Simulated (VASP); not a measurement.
# CaO (Fm-3m) in VASP: a series of runs

The runs below take CaO through single point, with r2SCAN.

Everything below comes from runs of VASP 6.6.1. Logs are shortened: lines on timing, memory, paths and dates and some standing lists are left out, and cuts for length are marked.

### Step 1. The cell of the first run

It takes space group Fm-3m (No. 225, cubic). Conventional cell: a = 4.795 Å, b = 4.795 Å, c = 4.795 Å, α = 90.00°, β = 90.00°, γ = 90.00°. Ca (site symmetry m-3m) has 6 O at 2.40 Å within 3.2 Å. O (site symmetry m-3m) has 6 Ca at 2.40 Å within 3.2 Å.

### Step 2. Single point, r2SCAN

File POSCAR:

```
CaO
1.0
    0.0000000000      2.3974236343      2.3974236343
    2.3974236343      0.0000000000      2.3974236343
    2.3974236343      2.3974236343      0.0000000000
Ca O
1 1
Direct
    0.5000000000      0.5000000000      0.5000000000
    0.0000000000      0.0000000000      0.0000000000
```

File INCAR.step1:

```
SYSTEM = CaO
ALGO = Normal
EDIFF = 1E-5
ENCUT = 1480
GGA = PE
GGA_COMPAT = .False.
ISMEAR = -1
LASPH = .True.
LCHARG = .False.
LREAL = .False.
LWAVE = .True.
NBANDS = 15
NELM = 120
PREC = Accurate
SIGMA = 0.1
```

File INCAR.step2:

```
SYSTEM = CaO
ALGO = Normal
EDIFF = 1E-6
ENCUT = 1480
GGA_COMPAT = .False.
ISIF = 2
ISMEAR = -1
ISTART = 1
LASPH = .True.
LCHARG = .False.
LMIXTAU = .True.
LREAL = .False.
LWAVE = .False.
METAGGA = R2SCAN
NBANDS = 15
NELM = 120
PREC = Accurate
SIGMA = 0.1
```

File KPOINTS:

```
k-points
0
Gamma
  8 8 8
  0 0 0
```

Potentials or basis: VASP PAW PBE potentials, release 64 (Ca_sv, O_h).

Run with:

```sh
$ cat potpaw_PBE.64/Ca_sv/POTCAR potpaw_PBE.64/O_h/POTCAR > POTCAR
$ cp INCAR.step1 INCAR
$ mpirun -np 1 vasp_std > vasp.out
$ cp INCAR.step2 INCAR
$ mpirun -np 1 vasp_std > vasp.out
```

OUTCAR:

```text
SYSTEM = CaO
   EDIFF = 1E-6
   ENCUT = 1480
   ISIF = 2
   ISMEAR = -1
   ISTART = 1
   LASPH = .True.
   LREAL = .False.
   METAGGA = R2SCAN
   NELM = 120
   PREC = Accurate

 ion  position               nearest neighbor table
   1  0.500  0.500  0.500-
   2  0.000  0.000  0.000-

  LATTYP: Found a face centered cubic cell.
 ALAT       =     4.7948472686

  Lattice vectors:

 A1 = (   0.0000000000,   2.3974236343,   2.3974236343)
 A2 = (   2.3974236343,   0.0000000000,   2.3974236343)
 A3 = (   2.3974236343,   2.3974236343,   0.0000000000)

Analysis of symmetry for initial positions (statically):
=====================================================================
 Subroutine PRICEL returns:
 Original cell was already a primitive cell.

 Routine SETGRP: Setting up the symmetry group for a
 face centered cubic supercell.

 Subroutine GETGRP returns: Found 48 space group operations
 (whereof 48 operations were pure point group operations)
 out of a pool of 48 trial point group operations.

The static configuration has the point symmetry O_h .

Analysis of symmetry for dynamics (positions and initial velocities):
=====================================================================
 Subroutine PRICEL returns:
 Original cell was already a primitive cell.

 Routine SETGRP: Setting up the symmetry group for a
 face centered cubic supercell.

 Subroutine GETGRP returns: Found 48 space group operations
 (whereof 48 operations were pure point group operations)
 out of a pool of 48 trial point group operations.

The dynamic configuration has the point symmetry O_h .

 Subroutine INISYM returns: Found 48 space group operations
 (whereof 48 operations are pure point group operations),
 and found     1 'primitive' translations

----------------------------------------------------------------------------------------

                                     Primitive cell

  volume of cell :      27.5591

  direct lattice vectors                    reciprocal lattice vectors
     0.000000000  2.397423634  2.397423634    -0.208557217  0.208557217  0.208557217
     2.397423634  0.000000000  2.397423634     0.208557217 -0.208557217  0.208557217
     2.397423634  2.397423634  0.000000000     0.208557217  0.208557217 -0.208557217

  length of vectors
     3.390469018  3.390469018  3.390469018     0.361231695  0.361231695  0.361231695

  position of ions in fractional coordinates (direct lattice)
     0.500000000  0.500000000  0.500000000
     0.000000000  0.000000000  0.000000000

  ion indices of the primitive-cell ions
   primitive index   ion index
                 1           1
                 2           2

----------------------------------------------------------------------------------------

 KPOINTS: k-points

Automatic generation of k-mesh.
 Grid dimensions read from file:
 generate k-points for:    8    8    8

 Generating k-lattice:

  Cartesian coordinates                     Fractional coordinates (reciprocal lattice)
    -0.026069652  0.026069652  0.026069652     0.125000000  0.000000000  0.000000000
     0.026069652 -0.026069652  0.026069652     0.000000000  0.125000000  0.000000000
     0.026069652  0.026069652 -0.026069652     0.000000000  0.000000000  0.125000000

  Length of vectors
     0.045153962  0.045153962  0.045153962

  Shift w.r.t. Gamma in fractional coordinates (k-lattice)
     0.000000000  0.000000000  0.000000000

 Subroutine IBZKPT returns following result:
 ===========================================

 Found     29 irreducible k-points:

 Following reciprocal coordinates:
            Coordinates               Weight
  0.000000  0.000000  0.000000      1.000000
  0.125000  0.000000  0.000000      8.000000
  0.250000  0.000000  0.000000      8.000000
  0.375000  0.000000  0.000000      8.000000
  0.500000  0.000000  0.000000      4.000000
  0.125000  0.125000  0.000000      6.000000
[... 16 lines left out ...]
  0.500000  0.250000  0.125000     48.000000
 -0.375000  0.250000  0.125000     24.000000
 [... further k-points ...]
   k-points           NKPTS =     29   k-points in BZ     NKDIM =     29   number of bands    NBANDS=     15
   number of dos      NEDOS =    301   number of ions     NIONS =      2
   total plane-waves  NPLWV = 110592
   dimension x,y,z NGX =    48 NGY =   48 NGZ =   48
   dimension x,y,z NGXF=    96 NGYF=   96 NGZF=   96
   ions per type =               1   1
   NGX,Y,Z   is equivalent  to a cutoff of  23.54, 23.54, 23.54 a.u.
   NGXF,Y,Z  is equivalent  to a cutoff of  47.07, 47.07, 47.07 a.u.
 SYSTEM =  CaO
   PREC   = accura    normal or accurate (medium, high low for compatibility)
   ISTART =      1    job   : 0-new  1-cont  2-samecut
   ICHARG =      0    charge: 1-file 2-atom 10-const
   ISPIN  =      1    spin polarized calculation?
   LNONCOLLINEAR =      F non collinear calculations
   LSORBIT =      F    spin-orbit coupling
   LASPH  =      T    aspherical Exc in radial PAW
   ENCUT  = 1480.0 eV 108.78 Ry   10.43 a.u.  10.64 10.64 10.64*2*pi/ulx,y,z
   NELM   =    120;   NELMIN=  2; NELMDL=  0     # of ELM steps
   EDIFF  = 0.1E-05   stopping-criterion for ELM
   LREAL  =      F    real-space projection
   EDIFFG = 0.1E-04   stopping-criterion for IOM
   NSW    =      0    number of steps for IOM
   IBRION =     -1    ionic relax: 0-MD 1-quasi-New 2-CG
   NFREE  =      0    steps in history (QN), initial steepest desc. (CG)
   ISIF   =      2    stress and relaxation
   ISYM   =      2    0-nonsym 1-usesym 2-fastsym
   POTIM  = 0.5000    time-step for ionic-motion
   TEBEG  =    0.0;   TEEND  =   0.0 temperature during run
   PSTRESS=    0.0 pullay stress
   NELECT =      16.0000    total number of electrons
   NUPDOWN=      -1.0000    fix difference up-down
   EMIN   =  10.00;   EMAX   =-10.00  energy-range for DOS
   EFERMI =   0.00;   METHOD = LEGACY
   ISMEAR =    -1;   SIGMA  =   0.10  broadening in eV -4-tet -1-fermi 0-gaus
   EFERMI_NEDOS =   21; number of points for ismear=-14 and -15
   IALGO  =     38    algorithm
   IMIX   =      4    mixing-type and parameters
     AMIX     =   0.40;   BMIX     =  1.00
     AMIX_MAG =   1.60;   BMIX_MAG =  1.00
  volume/ion in A,a.u.               =      13.78        92.99
  Fermi-wavevector in a.u.,A,eV,Ry     =   1.365715  2.580827 25.377276  1.865177
  Thomas-Fermi vector in A             =   2.491919
   LORBIT       =      0    0 simple, 1 ext, 2 COOP (PROOUT), +10 PAW based schemes
   METAGGA = R2SCAN    functional components
   LHFCALC =     F    Hartree Fock is set to
   AEXX    =    0.0000 exact exchange contribution
   IVDW    =     0    specifies the selected vdW correction
   LEPSILON=     F    determine dielectric tensor
   LRPA    =     F    only Hartree local field effects (RPA)
 non-spin polarized calculation
  energy-cutoff  :     1480.00
  volume of cell :       27.56
 maximum number of plane-waves:      3591
 NGX is ok and might be reduce to    48
   NGX = 21   NGY = 21   NGZ = 21

 number of electron      16.0000000 magnetization

 Free energy of the ion-electron system (eV)
  ---------------------------------------------------
  ext. energy  EPLUGINS =         0.00000000
  ---------------------------------------------------
  free energy    TOTEN  =       -19.46689018 eV

  energy without entropy =      -19.46689018  energy(sigma->0) =      -19.46689018

 E-fermi :   4.3395     XC(G=0): -11.1148

 val. band max:        2.3311948187   @ k =   0.0000   0.0000   0.0000
 cond. band min:       6.5232607179   @ k =   0.5000   0.5000   0.0000
 fundamental gap:      4.1920658992
 Fermi energy:         4.3395284534

 k-point     1 :       0.0000    0.0000    0.0000
  band No.  band energies     occupation
      1     -36.6922      2.00000
      2     -16.5789      2.00000
      3     -16.5789      2.00000
      4     -16.5789      2.00000
      5     -14.1555      2.00000
      6       2.3312      2.00000
      7       2.3312      2.00000
      8       2.3312      2.00000
      9       7.8208      0.00000
     10       9.2071      0.00000
     11       9.2071      0.00000
     12       9.2071      0.00000
     13      10.8166      0.00000
     14      10.8166      0.00000
     15      18.1557      0.00000

 k-point     2 :       0.1250    0.0000    0.0000
  band No.  band energies     occupation
      1     -36.6770      2.00000
      2     -16.8283      2.00000
      3     -16.5865      2.00000
      4     -16.5865      2.00000
      5     -13.8972      2.00000
      6       1.8153      2.00000
      7       2.1214      2.00000
      8       2.1214      2.00000
      9       8.5019      0.00000
     10       9.1625      0.00000
     11       9.4802      0.00000
     12       9.4802      0.00000
     13      11.1934      0.00000
     14      11.1934      0.00000
     15      18.7640      0.00000

 k-point     3 :       0.2500    0.0000    0.0000
  band No.  band energies     occupation
      1     -36.6400      2.00000
      2     -17.3016      2.00000
      3     -16.6048      2.00000
      4     -16.6048      2.00000
      5     -13.4007      2.00000
      6       0.8228      2.00000
      7       1.6686      2.00000
      8       1.6686      2.00000
      9       9.2370      0.00000
     10       9.9811      0.00000
     11      10.1983      0.00000
     12      10.1983      0.00000
     13      12.1045      0.00000
     14      12.1045      0.00000
     15      19.1676      0.00000
[... 343 lines left out ...]
 k-point    23 :       0.5000    0.2500    0.1250
  band No.  band energies     occupation
      1     -36.5837      2.00000
      2     -17.4998      2.00000
      3     -16.8052      2.00000
      4     -16.6788      2.00000
      5     -13.2126      2.00000
      6       0.3449      2.00000
      7       1.2568      2.00000
      8       1.4976      2.00000
      9       8.8345      0.00000
     10      10.5549      0.00000
     11      11.5280      0.00000
     12      11.6751      0.00000
     13      13.0707      0.00000
     14      14.3256      0.00000
     15      18.2019      0.00000

 k-point    24 :      -0.3750    0.2500    0.1250
  band No.  band energies     occupation
      1     -36.5714      2.00000
      2     -17.5649      2.00000
      3     -16.8195      2.00000
      4     -16.7055      2.00000
      5     -13.1555      2.00000
      6       0.2967      2.00000
      7       1.2072      2.00000
      8       1.2697      2.00000
      9       9.7427      0.00000
     10       9.8332      0.00000
     11      11.8289      0.00000
     12      12.0612      0.00000
     13      13.3680      0.00000
     14      15.1394      0.00000
     15      17.3046      0.00000

 [... further k-points ...]
[... 5 lines left out ...]
  --------------------------------------------------------------------------------------
  -------------------------------------------------------------------------------------
  Total        0.1699584      0.1699584      0.1699584      0.0000000      0.0000000      0.0000000
  in kB        9.8807286      9.8807286      9.8807286      0.0000000      0.0000000      0.0000000
  external PRESSURE =       9.8807286 kB  Pullay stress =       0.0000000 kB

 VOLUME and BASIS-vectors are now :
 -----------------------------------------------------------------------------
  energy-cutoff  :     1480.00
  volume of cell :       27.56
      direct lattice vectors                 reciprocal lattice vectors
     0.000000000  2.397423634  2.397423634    -0.208557217  0.208557217  0.208557217
     2.397423634  0.000000000  2.397423634     0.208557217 -0.208557217  0.208557217
     2.397423634  2.397423634  0.000000000     0.208557217  0.208557217 -0.208557217

 POSITION                                       TOTAL-FORCE (eV/Angst)
 -----------------------------------------------------------------------------------
      2.39742      2.39742      2.39742        -0.000000      0.000000     -0.000000
      0.00000      0.00000      0.00000         0.000000      0.000000      0.000000
 -----------------------------------------------------------------------------------
    total drift:                               -0.000000     -0.000000     -0.000000

  FREE ENERGIE OF THE ION-ELECTRON SYSTEM (eV)
  ---------------------------------------------------
  free  energy   TOTEN  =       -19.4668901817 eV

  energy  without entropy=      -19.4668901815  energy(sigma->0) =      -19.46689018
```

It took 2.1 min on 1 thread of Intel Xeon 6975P-C (Granite Rapids), shared host; peak memory 0.41 GiB.

What came out:

```
Free energy            : -19.4669 eV
Pressure               : 1.0 GPa
Band gap on the k mesh : 4.19 eV (least direct gap 4.56 eV)
```

Levels at points of the mesh, in eV from the valence-band top:
```
           k point  band 5  band 6  band 7  band 8  band 9  band 10  band 11  band 12
(0.00, 0.00, 0.00)  -16.49    0.00    0.00    0.00    5.49     6.88     6.88     6.88
(0.50, 0.00, 0.00)  -15.18   -2.62   -1.21   -1.21    7.73     9.09     9.09     9.28
(0.50, 0.50, 0.00)  -16.27   -1.29   -0.37   -0.37    4.19     8.82     9.68    10.29
```

Caveat: the PAW data sets were made with another functional, which shifts forces and pressure a little. A k mesh can miss the band edges.

### Step 3. Single point, r2SCAN

POSCAR is that of step 2.

File INCAR.step1:

```
SYSTEM = CaO
  ALGO = Normal
  EDIFF = 1E-5
  ENCUT = 1480
  GGA = PE
  GGA_COMPAT = .False.
  ISMEAR = 0
  LASPH = .True.
  LCHARG = .False.
  LREAL = .False.
  LWAVE = .True.
  NBANDS = 15
  NELM = 120
  PREC = Accurate
  SIGMA = 0.05
```

File INCAR.step2:

```
SYSTEM = CaO
  ALGO = Normal
  EDIFF = 1E-6
  ENCUT = 1480
  GGA_COMPAT = .False.
  ISIF = 2
  ISMEAR = 0
  ISTART = 1
  LASPH = .True.
  LCHARG = .True.
  LELF = .True.
  LMIXTAU = .True.
  LREAL = .False.
  LVHAR = .True.
  LWAVE = .False.
  METAGGA = R2SCAN
  NBANDS = 15
  NELM = 120
  PREC = Accurate
  SIGMA = 0.05
```

KPOINTS is that of step 2.

Potentials or basis: VASP PAW PBE potentials, release 64 (Ca_sv, O_h).

Run with:

```sh
$ cat potpaw_PBE.64/Ca_sv/POTCAR potpaw_PBE.64/O_h/POTCAR > POTCAR
$ cp INCAR.step1 INCAR
$ mpirun -np 1 vasp_std > vasp.out
$ cp INCAR.step2 INCAR
$ mpirun -np 1 vasp_std > vasp.out
```

Run time: 2.8 min. Hardware: 1 thread of Intel Xeon Platinum 8488C (Sapphire Rapids), shared host; peak memory 0.4 GiB.

The run converged. Its results:

```yaml
Free_energy: -19.4669 eV
Pressure: 1.0 GPa
Band_gap_on_the_k_mesh: 4.19 eV (least direct gap 4.56 eV)
```

Levels at points of the mesh, in eV from the valence-band top:
| k point | band 5 | band 6 | band 7 | band 8 | band 9 | band 10 | band 11 | band 12 |
| --- | --- | --- | --- | --- | --- | --- | --- | --- |
| (0.00, 0.00, 0.00) | -16.49 | 0.00 | 0.00 | 0.00 | 5.49 | 6.88 | 6.88 | 6.88 |
| (0.50, 0.00, 0.00) | -15.18 | -2.62 | -1.21 | -1.21 | 7.73 | 9.09 | 9.09 | 9.28 |
| (0.50, 0.50, 0.00) | -16.27 | -1.29 | -0.37 | -0.37 | 4.19 | 8.82 | 9.68 | 10.29 |

Caveat: the PAW data sets were made with another functional, which shifts forces and pressure a little. A k mesh can miss the band edges.
